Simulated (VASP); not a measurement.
Runs of VASP 6.6.1 on SnTe. The structure is that of space group Fm-3m (No. 225), or close to it. The cells are those of the table. 

```tsv
cell	gap on the mesh (eV)	pressure (GPa)
a = 4.107 Å, angles 60.0°, 2 atoms	none	(a)
a = 4.197, b = 4.197, c = 4.107 Å, angles 60.7, 60.7, 58.6°, 2 atoms	none	18.2
a = 4.821 Å, angles 60.0°, 2 atoms	0.47	(b)
a = 4.376, b = 4.376, c = 4.285 Å, angles 60.7, 60.7, 58.6°, 2 atoms	0.13	7.1
```

Alike in all rows: task single point; level PBE; potentials or basis VASP PAW PBE potentials, release 64 (Sn_d, Te); no spin polarisation; k mesh 10 × 10 × 10; cutoff (eV) 520; smearing gaussian 0.03 eV.

Q: Estimate the missing entries.

A: (a) 22.9; (b) -5.0.

Caveats: spin-orbit coupling is left out, which moves the levels of the heavy elements.

A k mesh can miss the band edges, and the runs leave out spin-orbit coupling on Sn, Te.

A gap of «none» marks levels without a gap at the run's occupations.
